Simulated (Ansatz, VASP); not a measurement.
## Cu6H: VASP beside Ansatz

```
Cu H
1.0
     5.13324    0.00000    0.00000
     0.00000    5.13324    0.00000
     0.00000    0.00000   21.52891
Cu H
12 2
Direct
  0.25000 0.25000 0.18580
  0.25000 0.75000 0.18580
  0.75000 0.25000 0.18580
  0.75000 0.75000 0.18580
  0.00000 0.00000 0.26776
  0.00000 0.50000 0.26776
  0.50000 0.00000 0.26776
  0.50000 0.50000 0.26776
  0.25000 0.25000 0.34971
  0.25000 0.75000 0.34971
  0.75000 0.25000 0.34971
  0.75000 0.75000 0.34971
  0.17695 0.00000 0.37061
  0.32305 0.00000 0.37061
```

Alike in both runs: task single point; functional PBE; k mesh 5 × 5 × 1; occupations gaussian, width 0.1 eV; no spin polarisation.

|  | VASP | Ansatz |
| --- | --- | --- |
| version | VASP 6.6.1 | Ansatz 0.2.0 |
| potentials or method | VASP PAW PBE potentials, release 64 (Cu, H), cutoff 520 eV | scalar-relativistic, plane waves, PAW |
| valence electrons in the cell | 134 | 230 |

```tsv
	VASP	Ansatz	Ansatz less VASP
gap on the k mesh at the Fermi level (eV)	none	none	-
rms of the force components (eV/Å)	1.944	1.917	-0.0270
```

Atom by atom the forces differ by 0.031 eV/Å (rms over components). A gap of «none» marks a metal or a gap that the smearing closes. The functional is the same, so the differences come from potentials, cutoffs and numerics. VASP's potentials hold 134 valence electrons a cell and Ansatz's 230, so a difference there can come from the potentials and not from the codes.
